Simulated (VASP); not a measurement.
Write the native input for VASP 6.6.1 that does the following.

```yaml
Task: single point
Functional: LDA
Potentials_or_basis: VASP PAW LDA potentials, release 64 (Ba_sv, Sc_sv, Cu, O)
Cutoff: 520 eV
k_mesh: 3 × 3 × 2
Occupations: gaussian, width 0.01 eV
Spin: no spin polarisation
Dipole_correction: no
Further_INCAR_settings: ALGO = Normal; EDIFF = 1e-06; NBANDS = 43
```

The structure of Ba2ScCuO4 lies in POSCAR:

```
Ba2ScCuO4
1.0
    4.0619555354      0.0000000000      0.0000000000
    0.0000000000      4.0619555354      0.0000000000
    0.0000000000      0.0000000000      7.8010469894
Ba Sc Cu O
2 1 1 4
Direct
    0.5000000000      0.5000000000      0.7673270458
    0.5000000000      0.5000000000      0.2326729542
    0.0000000000      0.0000000000      0.0000000000
    0.0000000000      0.0000000000      0.5000000000
    0.0000000000      0.5000000000      0.0000000000
    0.5000000000      0.0000000000      0.0000000000
    0.0000000000      0.0000000000      0.7254020464
    0.0000000000      0.0000000000      0.2745979536
```

One way to write it, as run:

INCAR

```
SYSTEM = Ba2ScCuO4
  PREC = Accurate
  ENCUT = 520
  EDIFF = 1E-6
  ISMEAR = 0
  SIGMA = 0.01
  LREAL = .False.
  LASPH = .True.
  NELM = 80
  ALGO = Normal
  ISIF = 2
  LWAVE = .False.
  LCHARG = .False.
  GGA = CA
  NBANDS = 43
```

KPOINTS

```
Automatic mesh
0
Gamma
  3 3 2
  0 0 0
```

Potentials or basis: VASP PAW LDA potentials, release 64 (Ba_sv, Sc_sv, Cu, O).

Run with:

```console
$ cat potpaw_LDA.64/Ba_sv/POTCAR potpaw_LDA.64/Sc_sv/POTCAR potpaw_LDA.64/Cu/POTCAR potpaw_LDA.64/O/POTCAR > POTCAR
$ mpirun -np 1 vasp_std > vasp.out
```

Results of the run:

* Pressure: 2.0 GPa
* Largest force: 0.217 eV/Å
* Band gap on the k mesh: 2.07 eV (least direct gap 2.17 eV)

Caveat: the k points lie up to 0.52 Å⁻¹ apart; spin-orbit coupling is left out, which moves the levels of the heavy elements; an odd mesh through Γ misses points on the zone boundary, where band edges can lie.

It took 73 s on 1 thread of AMD EPYC 7R13, on a shared host, peak memory 0.17 GiB.
